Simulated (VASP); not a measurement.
Te2Mo: single point with PBEsol

Slab: Te2Mo, a slab with vacuum.

```
Te Mo
1.0
     3.51923   -0.00487   -0.00827
    -1.76384    3.04919   -0.00156
    -0.04076   -0.03241   17.40279
Te Mo
2 1
Direct
  0.32706 0.65202 0.89796
  0.33744 0.65863 0.10263
  0.99913 0.98882 0.00024
```

```
Program             : VASP 6.6.1
Task                : single point
Functional          : PBEsol
Potentials or basis : VASP PAW PBE potentials, release 64 (Te, Mo_sv)
Cutoff              : 520 eV
k mesh              : 6 × 6 × 2
Occupations         : methfessel-paxton, width 0.1 eV
Spin                : no spin polarisation
```

| Quantity | Value |
| --- | --- |
| Largest force | 0.221 eV/Å |
| Band gap on the k mesh | 1.12 eV, direct |

Forces in eV/Å, atoms in the order of the input:
```
Te   0.020  0.028 -0.218
Te  -0.034 -0.018  0.197
Mo   0.014 -0.010  0.021
```

Levels at points of the mesh, in eV from the valence-band top:
```tsv
k point	band 9	band 10	band 11	band 12	band 13	band 14	band 15	band 16	band 17	band 18
(0.00, 0.00, 0.00)	-1.71	-1.68	-0.90	-0.89	-0.44	3.21	3.24	3.54	3.56	4.32
(0.50, 0.00, 0.00)	-3.36	-2.35	-1.57	-0.74	-0.29	1.47	1.82	3.42	3.86	4.02
(0.00, 0.50, 0.00)	-3.37	-2.34	-1.58	-0.74	-0.27	1.47	1.82	3.42	3.87	4.02
(0.50, 0.50, 0.00)	-3.37	-2.32	-1.58	-0.75	-0.25	1.48	1.82	3.42	3.88	4.01
(0.00, 0.00, 0.50)	-1.71	-1.68	-0.90	-0.89	-0.44	3.21	3.24	3.54	3.56	4.47
(0.50, 0.00, 0.50)	-3.36	-2.35	-1.57	-0.74	-0.29	1.47	1.82	3.42	3.86	4.02
(0.00, 0.50, 0.50)	-3.37	-2.34	-1.58	-0.74	-0.27	1.47	1.82	3.42	3.87	4.02
(0.50, 0.50, 0.50)	-3.37	-2.32	-1.58	-0.75	-0.25	1.48	1.82	3.42	3.88	4.01
```

It took 4 min on 1 thread of Intel Xeon 6975P-C, on a shared host, peak memory 0.39 GiB.

Caveat: the PAW data sets were made with another functional, which shifts forces and pressure a little; spin-orbit coupling is left out, which moves the levels of the heavy elements.
